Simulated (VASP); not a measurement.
## Na4TmSb: single point with PBE

Crystal: Na4TmSb.

```
Na Tm Sb
1.0
     9.21263    0.00000    0.00000
     0.00000    9.21263    0.00000
     0.00000    0.00000    3.22513
Na Tm Sb
4 1 1
Direct
  0.26761 0.26761 0.50000
  0.73239 0.73239 0.50000
  0.26761 0.73239 0.50000
  0.73239 0.26761 0.50000
  0.00000 0.00000 0.50000
  0.50000 0.50000 0.50000
```

The cell was built from a structure type or drawn by symmetry, and may not be a known phase.

| Quantity | Value |
| --- | --- |
| Program | VASP 6.6.1 |
| Task | single point |
| Functional | PBE |
| Potentials or basis | VASP PAW PBE potentials, release 64 (Na_pv, Tm_3, Sb), 4f in core |
| Cutoff | 500 eV |
| k mesh | 2 × 2 × 6 |
| Occupations | gaussian, width 0.1 eV |
| Spin | no spin polarisation |

| Item | Value |
| --- | --- |
| Pressure | -0.1 GPa |
| Largest force | 0.012 eV/Å |
| Band gap on the k mesh | zero (bands 21 and 22 overlap by 0.42 eV) |

Forces in eV/Å, atoms in the order of the input:
```
Na  -0.008 -0.008  0.000
Na   0.008  0.008  0.000
Na  -0.008  0.008  0.000
Na   0.008 -0.008  0.000
Tm   0.000  0.000  0.000
Sb   0.000  0.000  0.000
```

Stress tensor (GPa, compression positive):
```
 0.01  0.00  0.00
 0.00  0.01  0.00
 0.00  0.00 -0.26
```

Levels at points of the mesh, in eV from the Fermi level:
| k point | band 18 | band 19 | band 20 | band 21 | band 22 | band 23 | band 24 | band 25 |
| --- | --- | --- | --- | --- | --- | --- | --- | --- |
| (0.00, 0.00, 0.00) | -2.35 | -2.35 | -0.54 | -0.21 | -0.21 | -0.09 | 0.01 | 1.22 |
| (0.50, 0.00, 0.00) | -2.32 | -2.21 | -1.01 | -0.54 | -0.12 | 0.21 | 0.41 | 1.62 |
| (0.50, 0.50, 0.00) | -2.44 | -2.44 | -0.34 | -0.34 | -0.32 | -0.22 | 0.61 | 1.77 |
| (0.00, 0.00, 0.50) | -0.06 | -0.06 | -0.01 | -0.01 | 0.25 | 1.16 | 1.84 | 2.04 |
| (0.50, 0.00, 0.50) | -0.15 | -0.07 | -0.05 | -0.01 | 0.47 | 1.13 | 1.88 | 2.09 |
| (0.50, 0.50, 0.50) | -0.08 | -0.08 | -0.04 | -0.04 | 0.31 | 1.27 | 1.82 | 2.13 |

Wall time 78 s on 1 thread of AMD EPYC 9R45 96-Core Processor (Zen 5) (shared host), peak memory 0.35 GiB.

Caveat: spin-orbit coupling is left out, which moves the levels of the heavy elements; the 4f electrons are frozen in the core, so they carry no moment and show no levels. Spin polarisation is off, so any magnetic state and its effect on volume and gap are missing.
